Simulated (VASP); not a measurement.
Here is a VASP 6.6.1 calculation.

The input INCAR:

```
PREC     = Accurate       # precision mode
ENCUT    = 600            # plane-wave cutoff, eV
EDIFF    = 1E-6           # SCF threshold, eV
ISMEAR   = -1             # smearing method
SIGMA    = 0.1            # smearing width, eV
LREAL    = False          # projectors in reciprocal space
LASPH    = True           # aspherical terms in the spheres
NELM     = 100            # most SCF steps
ALGO     = Normal         # electronic algorithm
ISIF     = 3              # what is computed and relaxed
LWAVE    = False          # write WAVECAR
LCHARG   = False          # write CHGCAR
GGA      = PE             # functional
IBRION   = 2              # ionic algorithm
NSW      = 80             # ionic steps
EDIFFG   = -0.01          # ionic threshold
```

The input KPOINTS:

```
regular mesh
0
Gamma
  9 9 9
```

POSCAR

```
Na
1.0
    3.4405243290      0.0000000000      0.0000000000
    0.0000000000      3.4405243290      0.0000000000
    0.0000000000      0.0000000000      3.4405243290
Na
1
Direct
    0.0000000000      0.0000000000      0.0000000000
```

Potentials or basis: VASP PAW PBE potentials, release 64 (Na_pv).

Run with:

```bash
$ cat potpaw_PBE.64/Na_pv/POTCAR > POTCAR
$ mpirun -np 1 vasp_std > vasp.out
```

**Question.** Predict the relaxed cell.

**Answer.** a = 3.424 Å, b = 3.424 Å, c = 3.424 Å, α = 90.00°, β = 90.00°, γ = 90.00°.

**Question.** Predict the space group after relaxing (to 0.05 Å).

**Answer.** Pm-3m (No. 221).

**Question.** What does it give for the relaxed volume?

**Answer.** 40.14 Å³/atom.

The path:
```
step  energy change (eV)  largest force (eV/Å)  pressure (GPa)  volume (Å³)
   1              0.0000                0.0000           -0.13        40.73
   2             -0.0001                0.0000           -0.09        40.53
   3             -0.0002                0.0000           -0.07        40.40
   4             -0.0003                0.0000           -0.03        40.14
```
